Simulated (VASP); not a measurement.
# Bi (Fm-3m) in VASP: further runs

Runs on Bi. Level: PBEsol. Tasks: single point, relaxation of cell and atoms.

Program: VASP 6.6.1. These are calculated values, not measurements. Logs are shortened: lines on timing, memory, paths and dates and some standing lists are left out, and cuts for length are marked.

## Step 1: The cell of the first run

It takes space group Fm-3m (No. 225, cubic). Conventional cell: a = 4.936 Å, b = 4.936 Å, c = 4.936 Å, α = 90.00°, β = 90.00°, γ = 90.00°. Bi (site symmetry m-3m) has 12 Bi at 3.49 Å within 4.6 Å.

This isn't the form of Bi at room conditions, which is rhombohedral.

## Step 2: Single point, PBEsol

INCAR reads:

```
SYSTEM = Bi
PREC     = Accurate       ! precision mode
ENCUT    = 500            ! plane-wave cutoff, eV
EDIFF    = 1E-6           ! SCF threshold, eV
ISMEAR   = 1              ! smearing method
SIGMA    = 0.05           ! smearing width, eV
LREAL    = .FALSE.        ! projectors in reciprocal space
LASPH    = .TRUE.         ! aspherical terms in the spheres
NELM     = 120            ! most SCF steps
ALGO     = Normal         ! electronic algorithm
ISIF     = 2              ! what is computed and relaxed
LWAVE    = .FALSE.        ! write WAVECAR
LCHARG   = .FALSE.        ! write CHGCAR
GGA      = PS             ! functional
NBANDS   = 14             ! bands
GGA_COMPAT= .FALSE.
```

KPOINTS reads:

```
regular mesh
0
G
  7 7 7
  0 0 0
```

POSCAR reads:

```
Bi
1.0
    0.0000000000      2.4681226437      2.4681226437
    2.4681226437      0.0000000000      2.4681226437
    2.4681226437      2.4681226437      0.0000000000
Bi
1
Direct
    0.0000000000      0.0000000000      0.0000000000
```

Potentials or basis: VASP PAW PBE potentials, release 64 (Bi_d).

Run with:

```sh
cat potpaw_PBE.64/Bi_d/POTCAR > POTCAR
mpirun -np 1 vasp_std > vasp.out
```

OUTCAR:

```text
SYSTEM = Bi
   PREC = Accurate
   ENCUT = 500
   EDIFF = 1E-6
   ISMEAR = 1
   LREAL = .FALSE.
   LASPH = .TRUE.
   NELM = 120
   ISIF = 2
   GGA = PS

 ion  position               nearest neighbor table
   1  0.000  0.000  0.000-

  LATTYP: Found a face centered cubic cell.
 ALAT       =     4.9362452874

  Lattice vectors:

 A1 = (   0.0000000000,   2.4681226437,   2.4681226437)
 A2 = (   2.4681226437,   0.0000000000,   2.4681226437)
 A3 = (   2.4681226437,   2.4681226437,   0.0000000000)

Analysis of symmetry for initial positions (statically):
=====================================================================
 Subroutine PRICEL returns:
 Original cell was already a primitive cell.

 Routine SETGRP: Setting up the symmetry group for a
 face centered cubic supercell.

 Subroutine GETGRP returns: Found 48 space group operations
 (whereof 48 operations were pure point group operations)
 out of a pool of 48 trial point group operations.

The static configuration has the point symmetry O_h .

Analysis of symmetry for dynamics (positions and initial velocities):
=====================================================================
 Subroutine PRICEL returns:
 Original cell was already a primitive cell.

 Routine SETGRP: Setting up the symmetry group for a
 face centered cubic supercell.

 Subroutine GETGRP returns: Found 48 space group operations
 (whereof 48 operations were pure point group operations)
 out of a pool of 48 trial point group operations.

The dynamic configuration has the point symmetry O_h .

 Subroutine INISYM returns: Found 48 space group operations
 (whereof 48 operations are pure point group operations),
 and found     1 'primitive' translations

----------------------------------------------------------------------------------------

                                     Primitive cell

  volume of cell :      30.0698

  direct lattice vectors                    reciprocal lattice vectors
     0.000000000  2.468122644  2.468122644    -0.202583126  0.202583126  0.202583126
     2.468122644  0.000000000  2.468122644     0.202583126 -0.202583126  0.202583126
     2.468122644  2.468122644  0.000000000     0.202583126  0.202583126 -0.202583126

  length of vectors
     3.490452516  3.490452516  3.490452516     0.350884267  0.350884267  0.350884267

  position of ions in fractional coordinates (direct lattice)
     0.000000000  0.000000000  0.000000000

  ion indices of the primitive-cell ions
   primitive index   ion index
                 1           1

----------------------------------------------------------------------------------------

 KPOINTS: regular mesh

Automatic generation of k-mesh.
 Grid dimensions read from file:
 generate k-points for:    7    7    7

 Generating k-lattice:

  Cartesian coordinates                     Fractional coordinates (reciprocal lattice)
    -0.028940447  0.028940447  0.028940447     0.142857143  0.000000000  0.000000000
     0.028940447 -0.028940447  0.028940447     0.000000000  0.142857143  0.000000000
     0.028940447  0.028940447 -0.028940447     0.000000000  0.000000000  0.142857143

  Length of vectors
     0.050126324  0.050126324  0.050126324

  Shift w.r.t. Gamma in fractional coordinates (k-lattice)
     0.000000000  0.000000000  0.000000000

 Subroutine IBZKPT returns following result:
 ===========================================

 Found     20 irreducible k-points:

 Following reciprocal coordinates:
            Coordinates               Weight
  0.000000  0.000000  0.000000      1.000000
  0.142857  0.000000  0.000000      8.000000
  0.285714  0.000000  0.000000      8.000000
  0.428571  0.000000  0.000000      8.000000
  0.142857  0.142857  0.000000      6.000000
  0.285714  0.142857  0.000000     24.000000
[... 12 lines left out ...]
 -0.428571  0.428571  0.142857     24.000000
 -0.285714  0.428571  0.142857     24.000000
   k-points           NKPTS =     20   k-points in BZ     NKDIM =     20   number of bands    NBANDS=     14
   number of dos      NEDOS =    301   number of ions     NIONS =      1
   total plane-waves  NPLWV =  21952
   dimension x,y,z NGX =    28 NGY =   28 NGZ =   28
   dimension x,y,z NGXF=    56 NGYF=   56 NGZF=   56
   ions per type =               1
   NGX,Y,Z   is equivalent  to a cutoff of  13.34, 13.34, 13.34 a.u.
   NGXF,Y,Z  is equivalent  to a cutoff of  26.67, 26.67, 26.67 a.u.
 SYSTEM =  Bi
   PREC   = accura    normal or accurate (medium, high low for compatibility)
   ISTART =      0    job   : 0-new  1-cont  2-samecut
   ICHARG =      2    charge: 1-file 2-atom 10-const
   ISPIN  =      1    spin polarized calculation?
   LNONCOLLINEAR =      F non collinear calculations
   LSORBIT =      F    spin-orbit coupling
   LASPH  =      T    aspherical Exc in radial PAW
   ENCUT  =  500.0 eV  36.75 Ry    6.06 a.u.   6.36  6.36  6.36*2*pi/ulx,y,z
   NELM   =    120;   NELMIN=  2; NELMDL= -5     # of ELM steps
   EDIFF  = 0.1E-05   stopping-criterion for ELM
   LREAL  =      F    real-space projection
   EDIFFG = 0.1E-04   stopping-criterion for IOM
   NSW    =      0    number of steps for IOM
   IBRION =     -1    ionic relax: 0-MD 1-quasi-New 2-CG
   NFREE  =      0    steps in history (QN), initial steepest desc. (CG)
   ISIF   =      2    stress and relaxation
   ISYM   =      2    0-nonsym 1-usesym 2-fastsym
   POTIM  = 0.5000    time-step for ionic-motion
   TEBEG  =    0.0;   TEEND  =   0.0 temperature during run
   PSTRESS=    0.0 pullay stress
   NELECT =      15.0000    total number of electrons
   NUPDOWN=      -1.0000    fix difference up-down
   EMIN   =  10.00;   EMAX   =-10.00  energy-range for DOS
   EFERMI =   0.00;   METHOD = LEGACY
   ISMEAR =     1;   SIGMA  =   0.05  broadening in eV -4-tet -1-fermi 0-gaus
   EFERMI_NEDOS =   21; number of points for ismear=-14 and -15
   IALGO  =     38    algorithm
   IMIX   =      4    mixing-type and parameters
     AMIX     =   0.40;   BMIX     =  1.00
     AMIX_MAG =   1.60;   BMIX_MAG =  1.00
  volume/ion in A,a.u.               =      30.07       202.92
  Fermi-wavevector in a.u.,A,eV,Ry     =   1.298360  2.453545 22.935873  1.685739
  Thomas-Fermi vector in A             =   2.429693
   LORBIT       =      0    0 simple, 1 ext, 2 COOP (PROOUT), +10 PAW based schemes
   GGA     = PS    functional components
   LHFCALC =     F    Hartree Fock is set to
   AEXX    =    0.0000 exact exchange contribution
   IVDW    =     0    specifies the selected vdW correction
   LEPSILON=     F    determine dielectric tensor
   LRPA    =     F    only Hartree local field effects (RPA)
 non-spin polarized calculation
 Methfessel and Paxton  Order N= 1 SIGMA  =   0.05
  energy-cutoff  :      500.00
  volume of cell :       30.07
 maximum number of plane-waves:       771
 NGX is ok and might be reduce to    28
   NGX = 13   NGY = 13   NGZ = 13

 number of electron      15.0000002 magnetization

 Free energy of the ion-electron system (eV)
  ---------------------------------------------------
  ext. energy  EPLUGINS =         0.00000000
  ---------------------------------------------------
  free energy    TOTEN  =        -4.15558095 eV

  energy without entropy =       -4.15544142  energy(sigma->0) =       -4.15553444

 E-fermi :   8.1622     XC(G=0): -10.6094

 val. band max:        8.0871454256   @ k =  -0.2857   0.4286   0.1429
 cond. band min:       8.1771314056   @ k =   0.4286   0.2857   0.0000
 fundamental gap:      0.0899859800
 Fermi energy:         8.1622464117

 k-point     1 :       0.0000    0.0000    0.0000
  band No.  band energies     occupation
      1     -14.7854      2.00000
      2     -14.7854      2.00000
      3     -14.7854      2.00000
      4     -14.7027      2.00000
      5     -14.7027      2.00000
      6      -5.6038      2.00000
      7      13.4334      0.00000
      8      13.4334      0.00000
      9      13.4334      0.00000
     10      17.3061      0.00000
     11      17.4847      0.00000
     12      19.2494      0.00000
     13      19.2494      0.00000
     14      19.2494      0.00000

 k-point     2 :       0.1429    0.0000    0.0000
  band No.  band energies     occupation
      1     -14.7832      2.00000
      2     -14.7707      2.00000
      3     -14.7707      2.00000
      4     -14.7005      2.00000
      5     -14.7005      2.00000
      6      -5.2383      2.00000
      7      10.2924      0.00000
      8      13.0350      0.00000
      9      13.0350      0.00000
     10      16.3729      0.00000
     11      19.3082      0.00000
     12      19.8669      0.00000
     13      19.8669      0.00000
     14      20.2691      0.00000

 k-point     3 :       0.2857    0.0000    0.0000
  band No.  band energies     occupation
      1     -14.7800      2.00000
      2     -14.7645      2.00000
      3     -14.7645      2.00000
      4     -14.6683      2.00000
      5     -14.6683      2.00000
      6      -4.1921      2.00000
      7       6.2009      2.00000
      8      12.3136      0.00000
      9      12.3136      0.00000
     10      15.8096      0.00000
     11      18.3013      0.00000
     12      18.9803      0.00000
     13      18.9803      0.00000
     14      22.1700      0.00000

 k-point     4 :       0.4286    0.0000    0.0000
  band No.  band energies     occupation
      1     -14.7791      2.00000
      2     -14.7740      2.00000
      3     -14.7740      2.00000
      4     -14.6273      2.00000
      5     -14.6273      2.00000
      6      -2.8535      2.00000
      7       3.2438      2.00000
      8      11.8319      0.00000
      9      11.8319      0.00000
     10      15.7896      0.00000
     11      17.0370      0.00000
     12      18.2152      0.00000
     13      18.2152      0.00000
     14      24.4530      0.00000

 k-point     5 :       0.1429    0.1429    0.0000
  band No.  band energies     occupation
      1     -14.8018      2.00000
      2     -14.7517      2.00000
      3     -14.7517      2.00000
      4     -14.7199      2.00000
      5     -14.6885      2.00000
      6      -5.1161      2.00000
      7      10.9596      0.00000
      8      11.9462      0.00000
      9      11.9462      0.00000
     10      15.7637      0.00000
     11      17.6968      0.00000
[... 208 lines left out ...]
 k-point    18 :      -0.4286    0.2857    0.1429
  band No.  band energies     occupation
      1     -14.7794      2.00000
      2     -14.7601      2.00000
      3     -14.7057      2.00000
      4     -14.6689      2.00000
      5     -14.6286      2.00000
      6      -2.1357      2.00000
      7       4.2218      2.00000
      8       7.3186      2.00000
      9       9.4984      0.00000
     10      15.9473      0.00000
     11      17.9565      0.00000
     12      20.0035      0.00000
     13      23.0145      0.00000
     14      23.7559      0.00000

 k-point    19 :      -0.4286    0.4286    0.1429
  band No.  band energies     occupation
      1     -14.8201      2.00000
      2     -14.7789      2.00000
      3     -14.6730      2.00000
      4     -14.6378      2.00000
      5     -14.6107      2.00000
      6      -1.6763      2.00000
      7       4.5098      2.00000
      8       7.1281      2.00000
      9       7.8875      2.00000
     10      14.9802      0.00000
     11      16.0247      0.00000
     12      21.3646      0.00000
     13      24.1608      0.00000
     14      26.7051      0.00000

 k-point    20 :      -0.2857    0.4286    0.1429
  band No.  band energies     occupation
      1     -14.7878      2.00000
      2     -14.7381      2.00000
      3     -14.7096      2.00000
      4     -14.6696      2.00000
      5     -14.6116      2.00000
      6      -1.4335      2.00000
      7       5.0579      2.00000
      8       5.3006      2.00000
      9       8.0871      2.05512
     10      15.8481      0.00000
     11      19.3085      0.00000
     12      20.3857      0.00000
     13      20.4174      0.00000
     14      25.8682      0.00000

------------------------ aborting loop because EDIFF is reached ----------------------------------------

  FORCE on cell =-STRESS in cart. coord.  units (eV):
  Direction    XX          YY          ZZ          XY          YZ          ZX
  --------------------------------------------------------------------------------------
  -------------------------------------------------------------------------------------
  Total       -0.0101365     -0.0101365     -0.0101365     -0.0000000      0.0000000      0.0000000
  in kB       -0.5400945     -0.5400945     -0.5400945     -0.0000000      0.0000000      0.0000000
  external PRESSURE =      -0.5400945 kB  Pullay stress =       0.0000000 kB

 VOLUME and BASIS-vectors are now :
 -----------------------------------------------------------------------------
  energy-cutoff  :      500.00
  volume of cell :       30.07
      direct lattice vectors                 reciprocal lattice vectors
     0.000000000  2.468122644  2.468122644    -0.202583126  0.202583126  0.202583126
     2.468122644  0.000000000  2.468122644     0.202583126 -0.202583126  0.202583126
     2.468122644  2.468122644  0.000000000     0.202583126  0.202583126 -0.202583126

 POSITION                                       TOTAL-FORCE (eV/Angst)
 -----------------------------------------------------------------------------------
      0.00000      0.00000      0.00000         0.000000      0.000000      0.000000
 -----------------------------------------------------------------------------------
    total drift:                               -0.000000     -0.000000      0.000000

  FREE ENERGIE OF THE ION-ELECTRON SYSTEM (eV)
  ---------------------------------------------------
  free  energy   TOTEN  =        -4.1555809524 eV

  energy  without entropy=       -4.1554414211  energy(sigma->0) =       -4.15553444
```

Run time: 5.9 s. Hardware: 1 thread of AMD EPYC 7R13 (Zen 3), shared host; peak memory 0.12 GiB.

What came out:

```yaml
Free_energy: -4.1556 eV
Pressure: -0.1 GPa
Band_gap_on_the_k_mesh: zero (an odd number of electrons rules out a gap without spin polarisation)
```

Caveat: the PAW data sets were made with another functional, which shifts forces and pressure a little; spin-orbit coupling is left out, which moves the levels of the heavy elements.

## Step 3: Relaxation of cell and atoms, PBEsol

This run uses another cell than the first one, of 35.15 Å³/atom.

INCAR reads:

```
  PREC = Accurate
  ENCUT = 500
  EDIFF = 1E-7
  ISMEAR = 1
  SIGMA = 0.05
  LREAL = F
  LASPH = T
  NELM = 120
  ALGO = Normal
  ISIF = 3
  LWAVE = F
  LCHARG = F
  GGA = PS
  IBRION = 2
  NSW = 80
  EDIFFG = -0.03
  GGA_COMPAT = F
  NELMIN = 4
```

KPOINTS reads:

```
regular mesh
0
Gamma
  7 7 7
```

POSCAR reads:

```
Bi
1.0
    0.0000000000      2.6000000000      2.6000000000
    2.6000000000      0.0000000000      2.6000000000
    2.6000000000      2.6000000000      0.0000000000
Bi
1
Direct
    0.0000000000      0.0000000000      0.0000000000
```

Potentials or basis: VASP PAW PBE potentials, release 64 (Bi_d).

Run with:

```sh
cat potpaw_PBE.64/Bi_d/POTCAR > POTCAR
mpirun -np 1 vasp_std > vasp.out
```

Wall time 15 s (1 thread of AMD EPYC 7R13 (Zen 3), shared host); peak memory 0.13 GiB.

Results (log left out):

* Free energy: -4.1581 eV
* Relaxed volume: 29.98 Å³/atom
* Relaxed cell: a = 3.487 Å, b = 3.487 Å, c = 3.487 Å, α = 60.00°, β = 60.00°, γ = 60.00°
* Space group after relaxing (to 0.1 Å): Fm-3m (No. 225)
* Energy gained by relaxing: 121.9 meV/atom
* Ionic steps: 3
* Pressure after relaxing: 0.1 GPa
* Band gap on the k mesh: zero (an odd number of electrons rules out a gap without spin polarisation)

The path:
```
step  energy change (eV)  largest force (eV/Å)  pressure (GPa)  volume (Å³)
   1              0.0000                0.0000           -6.09        35.15
   2             -0.1106                0.0000            3.00        28.78
   3             -0.1219                0.0000            0.13        29.98
```

Final structure:
```cif
data_structure
_symmetry_space_group_name_H-M 'P 1'
_symmetry_Int_Tables_number 1
_cell_length_a 3.4871
_cell_length_b 3.4871
_cell_length_c 3.4871
_cell_angle_alpha 60.000
_cell_angle_beta 60.000
_cell_angle_gamma 60.000
_cell_volume 29.98
loop_
_atom_site_label
_atom_site_type_symbol
_atom_site_fract_x
_atom_site_fract_y
_atom_site_fract_z
_atom_site_occupancy
Bi1 Bi 0.00000 0.00000 0.00000 1
```

Levels at points of the mesh, in eV from the Fermi level:
```
           k point  band 5  band 6  band 7  band 8  band 9  band 10
(0.00, 0.00, 0.00)  -22.86  -13.79    5.29    5.29    5.29     9.14
```

Caveat: the PAW data sets were made with another functional, which shifts forces and pressure a little; spin-orbit coupling is left out, which moves the levels of the heavy elements.

The gap in the log of VASP goes by the Fermi energy; the results here count the filled bands.